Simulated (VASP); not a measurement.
# Al (P6_3/mmc) in VASP: a series of runs, part 2 of 2

VASP 6.6.1. The steps go on from the part before.

## Step 4: Single point, PBEsol

This run uses another cell than the first one, of 14.67 Å³/atom, 0.820 times its volume.

INCAR

```
SYSTEM = Al
ALGO = Normal
EDIFF = 1E-7
ENCUT = 520
GGA = PS
ISIF = 2
ISMEAR = 0
LASPH = .TRUE.
LCHARG = .TRUE.
LELF = .TRUE.
LREAL = .FALSE.
LVHAR = .TRUE.
LWAVE = .FALSE.
NBANDS = 10
NELM = 80
PREC = Accurate
SIGMA = 0.15
```

KPOINTS

```
k-points
0
G
  18 18 10
  0 0 0
```

POSCAR

```
Al
1.0
    2.7699000000      0.0000000000      0.0000000000
   -1.3849500000      2.3988037660      0.0000000000
    0.0000000000      0.0000000000      4.4157000000
Al
2
Direct
    0.6666666667      0.3333333333      0.7500000000
    0.3333333333      0.6666666667      0.2500000000
```

The run is started by

```console
> cat potpaw_PBE.64/Al/POTCAR > POTCAR
> mpirun -np 1 vasp_std > vasp.out
```

Wall time 21 s (1 thread of Intel Xeon Platinum 8559C (Emerald Rapids), shared host); peak memory 0.18 GiB.

It converged, with:

```
Free energy            : -8.0151 eV
Pressure               : 10.7 GPa
Band gap on the k mesh : zero (band 3 reaches 13.99 eV, above the bottom of band 4 at 5.82 eV)
```

Stress tensor (GPa, compression positive):
```
 9.64  0.00  0.00
 0.00  9.64  0.00
 0.00  0.00 12.88
```

Levels at points of the mesh, in eV from the Fermi level:
| k point | band 1 | band 2 | band 3 | band 4 | band 5 | band 6 | band 7 |
| --- | --- | --- | --- | --- | --- | --- | --- |
| (0.00, 0.00, 0.00) | -11.97 | -4.91 | -4.24 | 11.14 | 11.14 | 11.30 | 11.30 |
| (0.50, 0.00, 0.00) | -5.76 | -5.67 | 0.63 | 1.39 | 1.60 | 2.19 | 5.85 |
| (0.00, 0.00, 0.50) | -10.09 | -10.09 | 4.17 | 4.17 | 12.22 | 12.22 | 12.22 |
| (0.50, 0.00, 0.50) | -4.33 | -4.33 | -3.41 | -3.41 | 7.43 | 7.43 | 7.86 |

Caveat: the PAW data sets were made with another functional, which shifts forces and pressure a little.

## Step 5: Single point, PBEsol

This run uses another cell than the first one, of 14.84 Å³/atom, 0.829 times its volume.

INCAR

```
  PREC = Accurate
  ENCUT = 520
  EDIFF = 1E-6
  ISMEAR = 0
  SIGMA = 0.15
  LREAL = False
  LASPH = True
  NELM = 60
  ALGO = Normal
  ISIF = 2
  LWAVE = False
  LCHARG = True
  GGA = PS
  LELF = True
  LVHAR = True
  NBANDS = 10
```

KPOINTS

```
regular mesh
0
Gamma
  18 18 10
```

POSCAR

```
Al
1.0
    2.8098000000      0.0000000000      0.0000000000
   -1.4049000000      2.4333581796      0.0000000000
    0.0000000000      0.0000000000      4.3414000000
Al
2
Direct
    0.6666666667      0.3333333333      0.7500000000
    0.3333333333      0.6666666667      0.2500000000
```

The run is started by

```console
> cat potpaw_PBE.64/Al/POTCAR > POTCAR
> mpirun -np 1 vasp_std > vasp.out
```

Wall time 18 s (1 thread of Intel Xeon Platinum 8559C (Emerald Rapids), shared host); peak memory 0.18 GiB.

It converged, with:

```
Free energy            : -8.0172 eV
Pressure               : 9.6 GPa
Band gap on the k mesh : zero (band 3 reaches 14.32 eV, above the bottom of band 4 at 5.64 eV)
```

Stress tensor (GPa, compression positive):
```
 7.24  0.00  0.00
 0.00  7.24  0.00
 0.00  0.00 14.41
```

Levels at points of the mesh, in eV from the Fermi level:
```
           k point  band 1  band 2  band 3  band 4  band 5  band 6  band 7
(0.00, 0.00, 0.00)  -11.88   -4.66   -3.81   10.51   10.51   10.82   10.82
(0.50, 0.00, 0.00)   -5.88   -5.72    0.68    1.49    1.90    2.36    5.40
(0.00, 0.00, 0.50)   -9.94   -9.94    4.79    4.79   11.75   11.75   11.75
(0.50, 0.00, 0.50)   -4.33   -4.33   -3.45   -3.45    7.04    7.04    7.83
```

Caveat: the PAW data sets were made with another functional, which shifts forces and pressure a little.

## Step 6: Single point, PBEsol

This run uses another cell than the first one, of 14.97 Å³/atom, 0.836 times its volume.

INCAR

```
SYSTEM = Al
PREC     = Accurate       ! precision mode
ENCUT    = 520            ! plane-wave cutoff, eV
EDIFF    = 1E-6           ! SCF threshold, eV
ISMEAR   = 0              ! smearing method
SIGMA    = 0.15           ! smearing width, eV
LREAL    = .False.        ! projectors in reciprocal space
LASPH    = .True.         ! aspherical terms in the spheres
NELM     = 100            ! most SCF steps
ALGO     = Fast           ! electronic algorithm
ISIF     = 2              ! what is computed and relaxed
LWAVE    = .False.        ! write WAVECAR
LCHARG   = .True.         ! write CHGCAR
GGA      = PS             ! functional
LELF     = .True.         ! ELF
LVHAR    = .True.       
NBANDS   = 10             ! bands
```

KPOINTS

```
regular mesh
0
Gamma
  18 18 10
  0 0 0
```

POSCAR

```
Al
1.0
    2.7300000000      0.0000000000      0.0000000000
   -1.3650000000      2.3642493523      0.0000000000
    0.0000000000      0.0000000000      4.6382883863
Al
2
Direct
    0.6666666667      0.3333333333      0.7500000000
    0.3333333333      0.6666666667      0.2500000000
```

Potentials or basis: VASP PAW PBE potentials, release 64 (Al).

The run is started by

```console
> cat potpaw_PBE.64/Al/POTCAR > POTCAR
> mpirun -np 1 vasp_std > vasp.out
```

Wall time 27 s (1 thread of Intel Xeon Platinum 8559C (Emerald Rapids), shared host); peak memory 0.17 GiB.

Results (log left out):

- Free energy: -8.0506 eV
- Pressure: 8.4 GPa
- Band gap on the k mesh: zero (band 3 reaches 12.97 eV, above the bottom of band 4 at 5.76 eV)

Stress tensor (GPa, compression positive):
```
9.17 0.00 0.00
0.00 9.17 0.00
0.00 0.00 6.97
```

Levels at points of the mesh, in eV from the Fermi level:
| k point | band 1 | band 2 | band 3 | band 4 | band 5 | band 6 | band 7 |
| --- | --- | --- | --- | --- | --- | --- | --- |
| (0.00, 0.00, 0.00) | -11.82 | -5.21 | -5.01 | 11.98 | 12.04 | 12.04 | 12.07 |
| (0.50, 0.00, 0.00) | -5.39 | -5.39 | 0.59 | 0.95 | 1.30 | 1.74 | 6.58 |
| (0.00, 0.00, 0.50) | -10.11 | -10.11 | 2.88 | 2.88 | 12.90 | 12.90 | 12.90 |
| (0.50, 0.00, 0.50) | -4.17 | -4.17 | -3.24 | -3.24 | 7.69 | 7.69 | 8.02 |

Caveat: the PAW data sets were made with another functional, which shifts forces and pressure a little.

## Step 7: Overview

```tsv
cell	gap on the mesh (eV)	pressure (GPa)
a = 3.009, b = 3.009, c = 4.564 Å, angles 90.0, 90.0, 120.0°, 2 atoms	none	-5.5
a = 2.890, b = 2.890, c = 4.935 Å, angles 90.0, 90.0, 120.0°, 2 atoms	none	-5.6
a = 2.770, b = 2.770, c = 4.416 Å, angles 90.0, 90.0, 120.0°, 2 atoms	none	10.7
a = 2.810, b = 2.810, c = 4.341 Å, angles 90.0, 90.0, 120.0°, 2 atoms	none	9.6
a = 2.730, b = 2.730, c = 4.638 Å, angles 90.0, 90.0, 120.0°, 2 atoms	none	8.4
```

Alike in all rows: task single point; level PBEsol; potentials or basis VASP PAW PBE potentials, release 64 (Al); no spin polarisation; k mesh 18 × 18 × 10; cutoff (eV) 520; smearing gaussian 0.15 eV.

Caveats: the PAW data sets were made with another functional, which shifts forces and pressure a little.

Absolute energies hang on the potentials; compare differences alone.
